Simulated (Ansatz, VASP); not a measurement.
## Sb in VASP and in Ansatz

```xyz
1
Lattice="2.2923 0.0000 0.0000 0.0000 2.2923 0.0000 0.0000 0.0000 2.2923" Properties=species:S:1:pos:R:3 pbc="T T T"
Sb    0.0000    0.0000    0.0000
```

Change from the starting cell: volume scaled by 0.4, crystal datasets.

Alike in both runs: task single point; functional PBE; k mesh 12 × 12 × 12; occupations fermi-dirac, width 0.05 eV; no spin polarisation.

```csv
,VASP,Ansatz
version,VASP 6.6.1,Ansatz 0.2.0
potentials or method,"VASP PAW PBE potentials, release 64 (Sb), cutoff 500 eV","all-electron PAW with datasets made for the crystal, scalar-relativistic"
```

Ansatz gave:

```
pressure (GPa) : 409.8
```

Question: What did VASP give for the same quantities?

Answer: Pressure (GPa): 418.0.

Both programs put the cell under a high pressure, so it lies far from rest at this level. Ansatz ran all-electron here, and VASP with PAW potentials.

Neither program's run includes spin-orbit coupling. Noted on VASP's run: the cell as given lies far from equilibrium.
